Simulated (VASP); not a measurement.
# FePb2O5 (F-43m) in VASP: relaxation of cell and atoms with PBE

Aim: the relaxation of cell and atoms of FePb2O5 with PBE.

Everything below comes from runs of VASP 6.6.1. Logs are shortened: lines on timing, memory, paths and dates and some standing lists are left out, and cuts for length are marked.

### Step 1. The cell of the first run

The structure is cubic, space group F-43m (No. 216). The conventional cell has a = 7.684 Å, b = 7.684 Å, c = 7.684 Å, α = 90.00°, β = 90.00°, γ = 90.00°. Within 2.2 Å of Fe (site symmetry -43m) lie 4 O at 1.64 Å. Pb (site symmetry -43m) has 18 O at 3.18 to 3.84 Å and 4 Fe at 3.33 Å and 4 Pb at 3.33 Å within 4.2 Å. Pb (site symmetry -43m) has 16 O at 3.19 to 3.33 Å and 4 Pb at 3.33 Å and 6 Fe at 3.84 Å within 4.2 Å. Within 2.2 Å of O (site symmetry -43m) lie 4 O at 1.69 Å. O (site symmetry 3m) has 1 Fe at 1.64 Å and 1 O at 1.69 Å within 2.2 Å.

The cell was built from a structure type or drawn by symmetry, and may not be a known phase.

### Step 2. Relaxation of cell and atoms, PBE, collinear spin, ferromagnetic start

The input, INCAR:

```
  PREC = Accurate
  ENCUT = 600
  EDIFF = 1E-6
  ISMEAR = 0
  SIGMA = 0.15
  LREAL = False
  LASPH = True
  NELM = 150
  ALGO = Normal
  ISIF = 3
  LWAVE = False
  LCHARG = False
  ISPIN = 2
  MAGMOM = 4 0 0 0 0 0 0 0
  LORBIT = 11
  LMAXMIX = 4
  GGA = PE
  IBRION = 2
  NSW = 36
  EDIFFG = -0.08
```

The input, KPOINTS:

```
Automatic mesh
0
Gamma
  3 3 3
```

The input, POSCAR:

```
FePb2O5
1.0
    0.0000000000      3.8420495300      3.8420495300
    3.8420495300      0.0000000000      3.8420495300
    3.8420495300      3.8420495300      0.0000000000
Fe Pb O
1 2 5
Direct
    0.5000000000      0.5000000000      0.5000000000
    0.7500000000      0.7500000000      0.7500000000
    0.0000000000      0.0000000000      0.0000000000
    0.2500000000      0.2500000000      0.2500000000
    0.3766064500      0.3766064500      0.3766064500
    0.3766064500      0.3766064500      0.8701806600
    0.3766064500      0.8701806600      0.3766064500
    0.8701806600      0.3766064500      0.3766064500
```

Potentials or basis: VASP PAW PBE potentials, release 64 (Fe, Pb_d, O).

Launch:

```console
$ cat potpaw_PBE.64/Fe/POTCAR potpaw_PBE.64/Pb_d/POTCAR potpaw_PBE.64/O/POTCAR > POTCAR
$ mpirun -np 1 vasp_std > vasp.out
```

OUTCAR:

```text
PREC = Accurate
   ENCUT = 600
   EDIFF = 1E-6
   ISMEAR = 0
   LREAL = False
   LASPH = True
   NELM = 150
   ISIF = 3
   ISPIN = 2
   LORBIT = 11
   GGA = PE
   IBRION = 2
   NSW = 36
   EDIFFG = -0.08

 ion  position               nearest neighbor table
   1  0.500  0.500  0.500-   5 1.64   6 1.64   7 1.64   8 1.64   2 3.33   2 3.33   2 3.33   2 3.33

   2  0.750  0.750  0.750-   1 3.33   1 3.33   1 3.33   1 3.33   3 3.33   3 3.33   3 3.33   3 3.33

   3  0.000  0.000  0.000-   2 3.33   2 3.33   2 3.33   2 3.33
   4  0.250  0.250  0.250-   6 1.69   7 1.69   8 1.69   5 1.69
   5  0.377  0.377  0.377-   1 1.64   4 1.69
   6  0.377  0.377  0.870-   1 1.64   4 1.69
   7  0.377  0.870  0.377-   1 1.64   4 1.69
   8  0.870  0.377  0.377-   1 1.64   4 1.69

  LATTYP: Found a face centered cubic cell.
 ALAT       =     7.6840990600

  Lattice vectors:

 A1 = (   0.0000000000,   3.8420495300,   3.8420495300)
 A2 = (   3.8420495300,   0.0000000000,   3.8420495300)
 A3 = (   3.8420495300,   3.8420495300,   0.0000000000)

Analysis of symmetry for initial positions (statically):
=====================================================================
 Subroutine PRICEL returns:
 Original cell was already a primitive cell.

 Routine SETGRP: Setting up the symmetry group for a
 face centered cubic supercell.

 Subroutine GETGRP returns: Found 24 space group operations
 (whereof 24 operations were pure point group operations)
 out of a pool of 48 trial point group operations.

The static configuration has the point symmetry T_d .

Analysis of symmetry for dynamics (positions and initial velocities):
=====================================================================
 Subroutine PRICEL returns:
 Original cell was already a primitive cell.

 Routine SETGRP: Setting up the symmetry group for a
 face centered cubic supercell.

 Subroutine GETGRP returns: Found 24 space group operations
 (whereof 24 operations were pure point group operations)
 out of a pool of 48 trial point group operations.

The dynamic configuration has the point symmetry T_d .

Analysis of structural, dynamic, and magnetic symmetry:
=====================================================================
 Subroutine PRICEL returns:
 Original cell was already a primitive cell.

 Routine SETGRP: Setting up the symmetry group for a
 face centered cubic supercell.

 Subroutine GETGRP returns: Found 24 space group operations
 (whereof 24 operations were pure point group operations)
 out of a pool of 48 trial point group operations.

The overall configuration has the point symmetry T_d .

 Subroutine INISYM returns: Found 24 space group operations
 (whereof 24 operations are pure point group operations),
 and found     1 'primitive' translations

----------------------------------------------------------------------------------------

                                     Primitive cell

  volume of cell :     113.4276

  direct lattice vectors                    reciprocal lattice vectors
     0.000000000  3.842049530  3.842049530    -0.130138874  0.130138874  0.130138874
     3.842049530  0.000000000  3.842049530     0.130138874 -0.130138874  0.130138874
     3.842049530  3.842049530  0.000000000     0.130138874  0.130138874 -0.130138874

  length of vectors
     5.433478553  5.433478553  5.433478553     0.225407142  0.225407142  0.225407142

  position of ions in fractional coordinates (direct lattice)
     0.500000000  0.500000000  0.500000000
     0.750000000  0.750000000  0.750000000
     0.000000000  0.000000000  0.000000000
     0.250000000  0.250000000  0.250000000
     0.376606450  0.376606450  0.376606450
     0.376606450  0.376606450  0.870180660
     0.376606450  0.870180660  0.376606450
     0.870180660  0.376606450  0.376606450

  ion indices of the primitive-cell ions
   primitive index   ion index
                 1           1
                 2           2
                 3           3
                 4           4
                 5           5
                 6           6
                 7           7
                 8           8

----------------------------------------------------------------------------------------

 KPOINTS: Automatic mesh

Automatic generation of k-mesh.
 Grid dimensions read from file:
 generate k-points for:    3    3    3

 Generating k-lattice:

  Cartesian coordinates                     Fractional coordinates (reciprocal lattice)
    -0.043379625  0.043379625  0.043379625     0.333333333  0.000000000  0.000000000
     0.043379625 -0.043379625  0.043379625     0.000000000  0.333333333  0.000000000
     0.043379625  0.043379625 -0.043379625     0.000000000  0.000000000  0.333333333

  Length of vectors
     0.075135714  0.075135714  0.075135714

  Shift w.r.t. Gamma in fractional coordinates (k-lattice)
     0.000000000  0.000000000  0.000000000

 Subroutine IBZKPT returns following result:
 ===========================================

 Found      4 irreducible k-points:

 Following reciprocal coordinates:
            Coordinates               Weight
  0.000000  0.000000  0.000000      1.000000
  0.333333  0.000000  0.000000      8.000000
  0.333333  0.333333  0.000000      6.000000
 -0.333333  0.333333  0.000000     12.000000
   k-points           NKPTS =      4   k-points in BZ     NKDIM =      4   number of bands    NBANDS=     41
   number of dos      NEDOS =    301   number of ions     NIONS =      8
   total plane-waves  NPLWV = 110592
   dimension x,y,z NGX =    48 NGY =   48 NGZ =   48
   dimension x,y,z NGXF=    96 NGYF=   96 NGZF=   96
   ions per type =               1   2   5
   NGX,Y,Z   is equivalent  to a cutoff of  14.69, 14.69, 14.69 a.u.
   NGXF,Y,Z  is equivalent  to a cutoff of  29.37, 29.37, 29.37 a.u.
 SYSTEM =  unknown system
   PREC   = accura    normal or accurate (medium, high low for compatibility)
   ISTART =      0    job   : 0-new  1-cont  2-samecut
   ICHARG =      2    charge: 1-file 2-atom 10-const
   ISPIN  =      2    spin polarized calculation?
   LNONCOLLINEAR =      F non collinear calculations
   LSORBIT =      F    spin-orbit coupling
   LASPH  =      T    aspherical Exc in radial PAW
   ENCUT  =  600.0 eV  44.10 Ry    6.64 a.u.  10.85 10.85 10.85*2*pi/ulx,y,z
   NELM   =    150;   NELMIN=  2; NELMDL= -5     # of ELM steps
   EDIFF  = 0.1E-05   stopping-criterion for ELM
   LREAL  =      F    real-space projection
   EDIFFG = -.8E-01   stopping-criterion for IOM
   NSW    =     36    number of steps for IOM
   IBRION =      2    ionic relax: 0-MD 1-quasi-New 2-CG
   NFREE  =      1    steps in history (QN), initial steepest desc. (CG)
   ISIF   =      3    stress and relaxation
   ISYM   =      2    0-nonsym 1-usesym 2-fastsym
   POTIM  = 0.5000    time-step for ionic-motion
   TEBEG  =    0.0;   TEEND  =   0.0 temperature during run
   PSTRESS=    0.0 pullay stress
   NELECT =      66.0000    total number of electrons
   NUPDOWN=      -1.0000    fix difference up-down
   EMIN   =  10.00;   EMAX   =-10.00  energy-range for DOS
   EFERMI =   0.00;   METHOD = LEGACY
   ISMEAR =     0;   SIGMA  =   0.15  broadening in eV -4-tet -1-fermi 0-gaus
   EFERMI_NEDOS =   21; number of points for ismear=-14 and -15
   IALGO  =     38    algorithm
   IMIX   =      4    mixing-type and parameters
     AMIX     =   0.40;   BMIX     =  1.00
     AMIX_MAG =   1.60;   BMIX_MAG =  1.00
  volume/ion in A,a.u.               =      14.18        95.68
  Fermi-wavevector in a.u.,A,eV,Ry     =   1.366731  2.582748 25.415068  1.867955
  Thomas-Fermi vector in A             =   2.492846
   LORBIT       =     11    0 simple, 1 ext, 2 COOP (PROOUT), +10 PAW based schemes
   GGA     = PE    functional components
   LHFCALC =     F    Hartree Fock is set to
   AEXX    =    0.0000 exact exchange contribution
   IVDW    =     0    specifies the selected vdW correction
   LEPSILON=     F    determine dielectric tensor
   LRPA    =     F    only Hartree local field effects (RPA)
 conjugate gradient relaxation of ions
 spin polarized calculation
 Gauss-broadening in eV      SIGMA  =   0.15
  energy-cutoff  :      600.00
  volume of cell :      113.43
 maximum number of plane-waves:      3796
 NGX is ok and might be reduce to    48
   NGX = 21   NGY = 21   NGZ = 21

--------------------------------------- Ionic step        1  -------------------------------------------

 number of electron      65.9999994 magnetization      -0.0006134

 number of electron      65.9999994 magnetization       0.0001043

 Free energy of the ion-electron system (eV)
  ---------------------------------------------------
  ext. energy  EPLUGINS =         0.00000000
  ---------------------------------------------------
  free energy    TOTEN  =       -37.70051687 eV

  energy without entropy =      -37.62727240  energy(sigma->0) =      -37.66389463

 E-fermi :   5.7726     XC(G=0): -10.7449

 val. band max:        5.7306182790   @ k =   0.0000   0.0000   0.0000
 cond. band min:       5.8745575380   @ k =   0.0000   0.0000   0.0000
 fundamental gap:      0.1439392590
 Fermi energy:         5.7726187217

 spin component 1

 k-point     1 :       0.0000    0.0000    0.0000
  band No.  band energies     occupation
      1     -16.5272      1.00000
      2     -13.2164      1.00000
      3     -13.2164      1.00000
      4     -13.2164      1.00000
      5     -11.6224      1.00000
      6     -11.6224      1.00000
[... 165 lines left out ...]
     40       8.9566      0.00000
     41       9.3152      0.00000
 Fermi energy:         5.7726187217

 spin component 2

 k-point     1 :       0.0000    0.0000    0.0000
  band No.  band energies     occupation
      1     -16.5273      1.00000
      2     -13.2164      1.00000
      3     -13.2164      1.00000
      4     -13.2164      1.00000
      5     -11.6224      1.00000
      6     -11.6224      1.00000
[... 426 lines left out ...]
--------------------------------------- Ionic step        7  -------------------------------------------

 number of electron      66.0000009 magnetization      -0.0010584

 number of electron      66.0000009 magnetization       0.0060439

 Free energy of the ion-electron system (eV)
  ---------------------------------------------------
  ext. energy  EPLUGINS =         0.00000000
  ---------------------------------------------------
  free energy    TOTEN  =       -39.32431425 eV

  energy without entropy =      -39.20877210  energy(sigma->0) =      -39.26654317

 E-fermi :   3.2163     XC(G=0):  -9.4939

 val. band max:        3.2100406989   @ k =  -0.3333   0.3333   0.0000
 cond. band min:       3.2368946797   @ k =   0.0000   0.0000   0.0000
 fundamental gap:      0.0268539807
 Fermi energy:         3.2163490632

 spin component 1

 k-point     1 :       0.0000    0.0000    0.0000
  band No.  band energies     occupation
      1     -16.1279      1.00000
      2     -14.7039      1.00000
      3     -14.7039      1.00000
      4     -14.7039      1.00000
      5     -14.3015      1.00000
      6     -14.3015      1.00000
[... 165 lines left out ...]
     40       5.7762      0.00000
     41       6.0091      0.00000
 Fermi energy:         3.2163490632

 spin component 2

 k-point     1 :       0.0000    0.0000    0.0000
  band No.  band energies     occupation
      1     -16.1236      1.00000
      2     -14.7033      1.00000
      3     -14.7033      1.00000
      4     -14.7033      1.00000
      5     -14.3013      1.00000
      6     -14.3013      1.00000
[... 200 lines left out ...]
  FREE ENERGIE OF THE ION-ELECTRON SYSTEM (eV)
  ---------------------------------------------------
  free  energy   TOTEN  =       -39.3243142506 eV

  energy  without entropy=      -39.2087720970  energy(sigma->0) =      -39.26654317

 reached required accuracy - stopping structural energy minimisation

 total charge

# of ion       s       p       d       tot
------------------------------------------
    1        0.626   0.955   6.587   8.167
    2        1.442   0.492   9.815  11.750
    3        1.437   0.487   9.813  11.737
    4        1.657   2.997   0.000   4.654
    5        1.619   3.239   0.000   4.858
    6        1.619   3.239   0.000   4.858
    7        1.619   3.239   0.000   4.858
    8        1.619   3.239   0.000   4.858
--------------------------------------------------
tot         11.639  17.888  26.215  55.741

 magnetization (x)

# of ion       s       p       d       tot
------------------------------------------
    1        0.000  -0.000  -0.005  -0.005
    2       -0.000   0.001   0.000   0.001
    3       -0.000   0.001   0.000   0.001
    4        0.000   0.011   0.000   0.011
    5        0.000   0.001   0.000   0.001
    6        0.000   0.001   0.000   0.001
    7        0.000   0.001   0.000   0.001
    8        0.000   0.001   0.000   0.001
--------------------------------------------------
tot          0.001   0.014  -0.005   0.010
```

Wall time 23 min (1 thread of Intel Xeon 8259CL, shared host); peak memory 0.44 GiB.

Results:

- Free energy: -39.3243 eV
- Relaxed volume: 18.04 Å³/atom
- Relaxed cell: a = 5.888 Å, b = 5.888 Å, c = 5.888 Å, α = 60.00°, β = 60.00°, γ = 60.00°
- Space group after relaxing (to 0.1 Å): F-43m (No. 216)
- Energy gained by relaxing: 203.0 meV/atom
- Ionic steps: 7
- Pressure after relaxing: -0.1 GPa
- Largest force after relaxing: 0.077 eV/Å
- Band gap on the k mesh: zero (filled and empty bands overlap)
- Net moment: 0.01 μB per cell
- Valence electrons inside the program's atomic spheres: Fe 8.17; Pb 11.75, 11.74; O 4.65, 4.86 (each value once)

Forces in eV/Å, atoms in the order of the input:
```
Fe   0.000  0.000  0.000
Pb   0.000  0.000  0.000
Pb   0.000  0.000  0.000
O    0.000  0.000  0.000
O    0.044  0.044  0.044
O   -0.044 -0.044  0.044
O   -0.044  0.044 -0.044
O    0.044 -0.044 -0.044
```

The path:
```csv
step,energy change (eV),largest force (eV/Å),pressure (GPa),volume (Å³)
1,0.0000,0.3308,20.96,113.43
2,-1.0762,2.3454,-5.82,146.69
3,-1.2625,1.8759,-0.41,135.70
4,-1.6063,0.0588,1.54,140.54
5,-1.6069,0.1493,1.68,140.73
6,-1.6231,0.1229,-0.43,145.12
7,-1.6238,0.0769,-0.11,144.35
```

Final structure:
```
Fe Pb O
1.0
     0.00000    4.16357    4.16357
     4.16357    0.00000    4.16357
     4.16357    4.16357    0.00000
Fe Pb O
1 2 5
Direct
  0.50000 0.50000 0.50000
  0.75000 0.75000 0.75000
  0.00000 0.00000 0.00000
  0.25000 0.25000 0.25000
  0.38429 0.38429 0.38429
  0.38429 0.38429 0.84711
  0.38429 0.84711 0.38429
  0.84711 0.38429 0.38429
```

Caveat: the k points lie up to 0.44 Å⁻¹ apart in the final cell; the volume moved by over 15 % at a fixed basis, so the end points are rough; spin-orbit coupling is left out, which moves the levels of the heavy elements; semilocal functionals often make such compounds metallic where correlation or magnetic order opens a gap, which also shifts bond lengths; the relaxation stopped at a loose force limit of 0.08 eV/Å, so its end isn't a converged minimum. With open d or f shells a metallic result of PBE can be an artefact of self-interaction; +U or a hybrid may open a gap.
